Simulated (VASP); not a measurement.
A run of VASP 6.6.1 is set up as follows.

POSCAR

```
BN
1.0
    2.6433818912      0.0000000000      0.0000000000
   -1.3216909456      2.2892358697      0.0000000000
    0.0000000000      0.0000000000      5.9772087543
B N
2 2
Direct
    0.3333333333      0.6666666667      0.2500000000
    0.6666666667      0.3333333333      0.7500000000
    0.3333333333      0.6666666667      0.7500000000
    0.6666666667      0.3333333333      0.2500000000
```

INCAR.step1

```
SYSTEM = BN
PREC     = Accurate       ! precision mode
ENCUT    = 520            ! plane-wave cutoff, eV
ISMEAR   = 0              ! smearing method
SIGMA    = 0.05           ! smearing width, eV
LREAL    = .FALSE.        ! projectors in reciprocal space
LASPH    = .TRUE.         ! aspherical terms in the spheres
NELM     = 60             ! most SCF steps
NBANDS   = 16             ! bands
GGA      = PE             ! functional
ALGO     = Normal         ! electronic algorithm
EDIFF    = 1E-4           ! SCF threshold, eV
LWAVE    = .TRUE.         ! write WAVECAR
LCHARG   = .FALSE.        ! write CHGCAR
```

The input INCAR.step2:

```
SYSTEM = BN
PREC     = Accurate       ! precision mode
ENCUT    = 520            ! plane-wave cutoff, eV
EDIFF    = 1E-7           ! SCF threshold, eV
ISMEAR   = 0              ! smearing method
SIGMA    = 0.05           ! smearing width, eV
LREAL    = .FALSE.        ! projectors in reciprocal space
LASPH    = .TRUE.         ! aspherical terms in the spheres
NELM     = 60             ! most SCF steps
ALGO     = Normal         ! electronic algorithm
ISIF     = 2              ! what is computed and relaxed
LWAVE    = .FALSE.        ! write WAVECAR
LCHARG   = .FALSE.        ! write CHGCAR
METAGGA  = R2SCAN         ! meta-GGA
LMIXTAU  = .TRUE.       
NBANDS   = 16             ! bands
ISTART   = 1
```

KPOINTS

```
regular mesh
0
G
  12 12 4
  0 0 0
```

Potentials or basis: VASP PAW PBE potentials, release 64 (B, N).

Command:

```bash
$ cat potpaw_PBE.64/B/POTCAR potpaw_PBE.64/N/POTCAR > POTCAR
$ cp INCAR.step1 INCAR
$ mpirun -np 1 vasp_std > vasp.out
$ cp INCAR.step2 INCAR
$ mpirun -np 1 vasp_std > vasp.out
```

Task: Predict the pressure.

Result: -33.1 GPa.

Task: Estimate the band gap on the k mesh.

Result: 4.46 eV, indirect (least direct gap 4.64 eV).

Stress tensor (GPa, compression positive):
```
-52.28   0.00   0.00
  0.00 -52.28   0.00
  0.00   0.00   5.12
```

Caveat: the PAW data sets were made with another functional, which shifts forces and pressure a little. A k mesh can miss the band edges.
